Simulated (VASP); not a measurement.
# Cd (P6/mmm) in VASP: further runs, part 2 of 3

VASP 6.6.1.

## 3. Relaxation of cell and atoms, PBEsol, target pressure 310 GPa, at which the enthalpy is minimised

This run uses another cell than the first one: it holds 1 atom, not 3.

Contents of INCAR:

```
SYSTEM = Cd
  ALGO = Normal
  EDIFF = 1E-7
  EDIFFG = -0.005
  ENCUT = 600
  GGA = PS
  IBRION = 2
  ISIF = 3
  ISMEAR = -1
  LASPH = .TRUE.
  LCHARG = .FALSE.
  LREAL = .FALSE.
  LWAVE = .FALSE.
  NELM = 60
  NSW = 60
  PREC = Accurate
  PSTRESS = 3100.0
  SIGMA = 0.1
```

Contents of KPOINTS:

```
k-points
0
G
  19 19 17
  0 0 0
```

Contents of POSCAR:

```
Cd
1.0
    2.3310523220      0.0000000000      0.0000000000
   -1.1655261610      2.0187505284      0.0000000000
    0.0000000000      0.0000000000      2.1911891827
Cd
1
Direct
    0.0000000000      0.0000000000      0.0000000000
```

Potentials or basis: VASP PAW PBE potentials, release 64 (Cd).

Launch:

```bash
cat potpaw_PBE.64/Cd/POTCAR > POTCAR
mpirun -np 1 vasp_std > vasp.out
```

OUTCAR:

```text
SYSTEM = Cd
   EDIFF = 1E-7
   EDIFFG = -0.005
   ENCUT = 600
   GGA = PS
   IBRION = 2
   ISIF = 3
   ISMEAR = -1
   LASPH = .TRUE.
   LREAL = .FALSE.
   NELM = 60
   NSW = 60
   PREC = Accurate
   PSTRESS = 3100.0

 ion  position               nearest neighbor table
   1  0.000  0.000  0.000-

  LATTYP: Found a hexagonal cell.
 ALAT       =     2.3310523220
 C/A-ratio  =     0.9400000000

  Lattice vectors:

 A1 = (   2.3310523220,   0.0000000000,   0.0000000000)
 A2 = (  -1.1655261610,   2.0187505284,   0.0000000000)
 A3 = (   0.0000000000,   0.0000000000,   2.1911891827)

Analysis of symmetry for initial positions (statically):
=====================================================================
 Subroutine PRICEL returns:
 Original cell was already a primitive cell.

 Routine SETGRP: Setting up the symmetry group for a
 hexagonal supercell.

 Subroutine GETGRP returns: Found 24 space group operations
 (whereof 24 operations were pure point group operations)
 out of a pool of 24 trial point group operations.

The static configuration has the point symmetry D_6h.

Analysis of symmetry for dynamics (positions and initial velocities):
=====================================================================
 Subroutine PRICEL returns:
 Original cell was already a primitive cell.

 Routine SETGRP: Setting up the symmetry group for a
 hexagonal supercell.

 Subroutine GETGRP returns: Found 24 space group operations
 (whereof 24 operations were pure point group operations)
 out of a pool of 24 trial point group operations.

The dynamic configuration has the point symmetry D_6h.

 Subroutine INISYM returns: Found 24 space group operations
 (whereof 24 operations are pure point group operations),
 and found     1 'primitive' translations

----------------------------------------------------------------------------------------

                                     Primitive cell

  volume of cell :      10.3113

  direct lattice vectors                    reciprocal lattice vectors
     2.331052322  0.000000000  0.000000000     0.428990800  0.247677954  0.000000000
    -1.165526161  2.018750528  0.000000000     0.000000000  0.495355907  0.000000000
     0.000000000  0.000000000  2.191189183     0.000000000  0.000000000  0.456373191

  length of vectors
     2.331052322  2.331052322  2.191189183     0.495355907  0.495355907  0.456373191

  position of ions in fractional coordinates (direct lattice)
     0.000000000  0.000000000  0.000000000

  ion indices of the primitive-cell ions
   primitive index   ion index
                 1           1

----------------------------------------------------------------------------------------

 KPOINTS: k-points

Automatic generation of k-mesh.
 Grid dimensions read from file:
 generate k-points for:   19   19   17

 Generating k-lattice:

  Cartesian coordinates                     Fractional coordinates (reciprocal lattice)
     0.022578463  0.013035682  0.000000000     0.052631579  0.000000000  0.000000000
     0.000000000  0.026071364  0.000000000     0.000000000  0.052631579  0.000000000
     0.000000000  0.000000000  0.026845482     0.000000000  0.000000000  0.058823529

  Length of vectors
     0.026071364  0.026071364  0.026845482

[... 43 lines left out ...]
 SYSTEM =  Cd
   PREC   = accura    normal or accurate (medium, high low for compatibility)
   ISTART =      0    job   : 0-new  1-cont  2-samecut
   ICHARG =      2    charge: 1-file 2-atom 10-const
   ISPIN  =      1    spin polarized calculation?
   LNONCOLLINEAR =      F non collinear calculations
   LSORBIT =      F    spin-orbit coupling
   LASPH  =      T    aspherical Exc in radial PAW
   ENCUT  =  600.0 eV  44.10 Ry    6.64 a.u.   4.66  4.66  4.38*2*pi/ulx,y,z
   NELM   =     60;   NELMIN=  2; NELMDL= -5     # of ELM steps
   EDIFF  = 0.1E-06   stopping-criterion for ELM
   LREAL  =      F    real-space projection
   EDIFFG = -.5E-02   stopping-criterion for IOM
   NSW    =     60    number of steps for IOM
   IBRION =      2    ionic relax: 0-MD 1-quasi-New 2-CG
   NFREE  =      1    steps in history (QN), initial steepest desc. (CG)
   ISIF   =      3    stress and relaxation
   ISYM   =      2    0-nonsym 1-usesym 2-fastsym
   POTIM  = 0.5000    time-step for ionic-motion
   TEBEG  =    0.0;   TEEND  =   0.0 temperature during run
   PSTRESS= 3100.0 pullay stress
   NELECT =      12.0000    total number of electrons
   NUPDOWN=      -1.0000    fix difference up-down
   EMIN   =  10.00;   EMAX   =-10.00  energy-range for DOS
   EFERMI =   0.00;   METHOD = LEGACY
   ISMEAR =    -1;   SIGMA  =   0.10  broadening in eV -4-tet -1-fermi 0-gaus
   EFERMI_NEDOS =   21; number of points for ismear=-14 and -15
   IALGO  =     38    algorithm
   IMIX   =      4    mixing-type and parameters
     AMIX     =   0.40;   BMIX     =  1.00
     AMIX_MAG =   1.60;   BMIX_MAG =  1.00
  volume/ion in A,a.u.               =      10.31        69.58
  Fermi-wavevector in a.u.,A,eV,Ry     =   1.721989  3.254088 40.344627  2.965246
  Thomas-Fermi vector in A             =   2.798138
   LORBIT       =      0    0 simple, 1 ext, 2 COOP (PROOUT), +10 PAW based schemes
   GGA     = PS    functional components
   LHFCALC =     F    Hartree Fock is set to
   AEXX    =    0.0000 exact exchange contribution
   IVDW    =     0    specifies the selected vdW correction
   LEPSILON=     F    determine dielectric tensor
   LRPA    =     F    only Hartree local field effects (RPA)
 conjugate gradient relaxation of ions
 non-spin polarized calculation
  energy-cutoff  :      600.00
  volume of cell :       10.31
 maximum number of plane-waves:       363
 NGX is ok and might be reduce to    20

--------------------------------------- Ionic step        1  -------------------------------------------

 number of electron      12.0000001 magnetization

 Free energy of the ion-electron system (eV)
  ---------------------------------------------------
  ext. energy  EPLUGINS =         0.00000000
  ---------------------------------------------------
  free energy    TOTEN  =         5.22466366 eV

  energy without entropy =        5.23565740  energy(sigma->0) =        5.23016053

------------------------ aborting loop because EDIFF is reached ----------------------------------------

  FORCE on cell =-STRESS in cart. coord.  units (eV):
  Direction    XX          YY          ZZ          XY          YZ          ZX
  --------------------------------------------------------------------------------------
  -------------------------------------------------------------------------------------
  Total       21.9407487     21.9407487     26.4008665      0.0000000      0.0000000      0.0000000
  in kB     3409.1607162   3409.1607162   4102.1752724      0.0000000      0.0000000      0.0000000
  external PRESSURE =     540.1655683 kB  Pullay stress =    3100.0000000 kB
[... 24 lines left out ...]
--------------------------------------- Ionic step        2  -------------------------------------------

 number of electron      12.0000009 magnetization

 E-fermi :   5.3356     XC(G=0): -12.7260

 val. band max:        5.3213152738   @ k =   0.3158   0.0526   0.4706
 cond. band min:       5.3961878702   @ k =   0.3684   0.2632   0.0000
 fundamental gap:      0.0748725965
 Fermi energy:         5.3355597590

 k-point     1 :       0.0000    0.0000    0.0000
  band No.  band energies     occupation
      1      -7.0985      2.00000
      2      -5.6825      2.00000
      3      -5.3628      2.00000
      4      -5.3628      2.00000
      5      -3.5204      2.00000
      6      -3.5204      2.00000
      7      12.6244      0.00000
      8      18.7532      0.00000
      9      22.2640      0.00000
     10      26.5897      0.00000
[... 368 lines left out ...]
  energy  without entropy=        3.7808771678  energy(sigma->0) =        3.77671817

  enthalpy is  TOTEN    =        25.0841617793 eV   P V=       21.3116026127

[... ionic steps 4 to 11 ...]

--------------------------------------- Ionic step       12  -------------------------------------------

 number of electron      12.0000003 magnetization

------------------------ aborting loop because EDIFF is reached ----------------------------------------
[... 69 lines left out ...]
--------------------------------------- Ionic step       14  -------------------------------------------

 number of electron      12.0000003 magnetization

 Free energy of the ion-electron system (eV)
  ---------------------------------------------------
  ext. energy  EPLUGINS =         0.00000000
  ---------------------------------------------------
  free energy    TOTEN  =         4.27779488 eV

  energy without entropy =        4.28432850  energy(sigma->0) =        4.28106169

 E-fermi :  11.6652     XC(G=0): -15.4167

 val. band max:       11.6633394755   @ k =   0.3158   0.2105   0.4118
 cond. band min:      11.6939473378   @ k =   0.2632   0.2632   0.4118
 fundamental gap:      0.0306078623
 Fermi energy:        11.6651814367

 k-point     1 :       0.0000    0.0000    0.0000
  band No.  band energies     occupation
      1      -5.7967      2.00000
      2      -5.3313      2.00000
      3      -2.6275      2.00000
      4      -2.6275      2.00000
      5       1.0539      2.00000
      6       1.0539      2.00000
      7      24.5498      0.00000
      8      26.7573      0.00000
      9      33.1720      0.00000
     10      34.1911      0.00000
[... 331 lines left out ...]
  energy  without entropy=        4.2843285038  energy(sigma->0) =        4.28106169

  enthalpy is  TOTEN    =        25.0540485359 eV   P V=       20.7762536512

 reached required accuracy - stopping structural energy minimisation
```

Run time: 8.7 min. Hardware: 1 thread of AMD EPYC 7R13, shared host; peak memory 0.15 GiB.

What came out:

```
Free energy                                                : 4.2778 eV
Relaxed volume                                             : 10.74 Å³/atom
Relaxed cell                                               : a = 2.335 Å, b = 2.335 Å, c = 2.275 Å, α = 90.00°, β = 90.00°, γ = 120.00°
Space group after relaxing (to 0.1 Å)                      : P6/mmm (No. 191)
Energy change on relaxing (the run minimises the enthalpy) : -946.9 meV/atom
Ionic steps                                                : 14
Pressure after relaxing                                    : 310.0 GPa
Band gap on the k mesh                                     : zero (bands 6 and 7 overlap by 6.28 eV)
```

Step by step:
```tsv
step	energy change (eV)	largest force (eV/Å)	pressure (GPa)	volume (Å³)
1	0.0000	0.0000	364.02	10.31
2	-5.4635	0.0000	54.03	16.24
3	-1.4521	0.0000	279.27	11.01
4	-1.0904	0.0000	300.19	10.82
5	-1.0659	0.0000	301.61	10.81
6	0.0744	0.0000	370.90	10.38
7	-0.9519	0.0000	309.58	10.74
8	-0.9435	0.0000	310.15	10.74
9	-0.9408	0.0000	310.33	10.73
10	-0.9866	0.0000	307.53	10.76
11	-0.9466	0.0000	309.98	10.74
12	-0.9467	0.0000	309.98	10.74
13	-0.9496	0.0000	309.79	10.74
14	-0.9469	0.0000	309.99	10.74
```

Final structure:
```xyz
1
Lattice="2.3348 0.0000 0.0000 -1.1674 2.0220 0.0000 0.0000 0.0000 2.2745" Properties=species:S:1:pos:R:3 pbc="T T T"
Cd    0.0000    0.0000    0.0000
```

Caveat: the cell is relaxed towards a set pressure, so the run minimises the enthalpy, not the energy; the PAW data sets were made with another functional, which shifts forces and pressure a little.

## 4. Relaxation of cell and atoms, PBEsol, target pressure 310 GPa, at which the enthalpy is minimised

This run uses another cell than the first one: it holds 1 atom, not 3.

Contents of INCAR:

```
SYSTEM = Cd
ALGO = Normal ; EDIFF = 1E-6
EDIFFG = -0.005 ; ENCUT = 600
GGA = PS ; IBRION = 2
ISIF = 3 ; ISMEAR = -1
LASPH = .True. ; LCHARG = .False.
LREAL = .False. ; LWAVE = .False.
NELM = 60 ; NSW = 32
PREC = Accurate ; PSTRESS = 3100.0
SIGMA = 0.1
```

Contents of KPOINTS:

```
k-points
0
Gamma
  19 19 17
  0 0 0
```

Contents of POSCAR:

```
Cd
1.0
    2.3251394532      0.0000000000      0.0000000000
   -1.1625697266      2.0136298338      0.0000000000
    0.0000000000      0.0000000000      2.2644928471
Cd
1
Direct
    0.0000000000      0.0000000000      0.0000000000
```

Launch:

```bash
cat potpaw_PBE.64/Cd/POTCAR > POTCAR
mpirun -np 1 vasp_std > vasp.out
```

Run time: 5.5 min. Hardware: 1 thread of AMD EPYC 7R13, shared host; peak memory 0.15 GiB.

Results (log left out):

```
Free energy                                                : 4.2790 eV
Relaxed volume                                             : 10.74 Å³/atom
Relaxed cell                                               : a = 2.335 Å, b = 2.335 Å, c = 2.274 Å, α = 90.00°, β = 90.00°, γ = 120.00°
Space group after relaxing (to 0.1 Å)                      : P6/mmm (No. 191)
Energy change on relaxing (the run minimises the enthalpy) : -267.3 meV/atom
Ionic steps                                                : 9
Pressure after relaxing                                    : 310.0 GPa
Band gap on the k mesh                                     : zero (bands 6 and 7 overlap by 6.28 eV)
```

Step by step:
```csv
step,energy change (eV),largest force (eV/Å),pressure (GPa),volume (Å³)
1,0.0000,0.0000,326.12,10.60
2,-2.5958,0.0000,174.64,12.32
3,-0.2895,0.0000,308.66,10.75
4,-0.2672,0.0000,309.98,10.74
5,-0.2620,0.0000,310.36,10.73
6,-0.2668,0.0000,310.20,10.74
7,-0.2630,0.0000,310.25,10.73
8,-0.2976,0.0000,308.20,10.75
9,-0.2673,0.0000,310.00,10.74
```

Final structure:
```yaml
crystal:
  lattice:
    - [2.33479, 0.00000, 0.00000]
    - [-1.16740, 2.02199, 0.00000]
    - [0.00000, 0.00000, 2.27433]
  atoms:
    - { symbol: Cd, position: [0.00000, 0.00000, 0.00000] }
```

Levels at points of the mesh, in eV from the Fermi level:
| k point | band 2 | band 3 | band 4 | band 5 | band 6 | band 7 | band 8 | band 9 | band 10 |
| --- | --- | --- | --- | --- | --- | --- | --- | --- | --- |
| (0.00, 0.00, 0.00) | -17.00 | -14.29 | -14.29 | -10.61 | -10.61 | 12.89 | 15.09 | 21.51 | 22.52 |

Caveat: the cell is relaxed towards a set pressure, so the run minimises the enthalpy, not the energy; the PAW data sets were made with another functional, which shifts forces and pressure a little.

(Continued in part 3 of 3.)
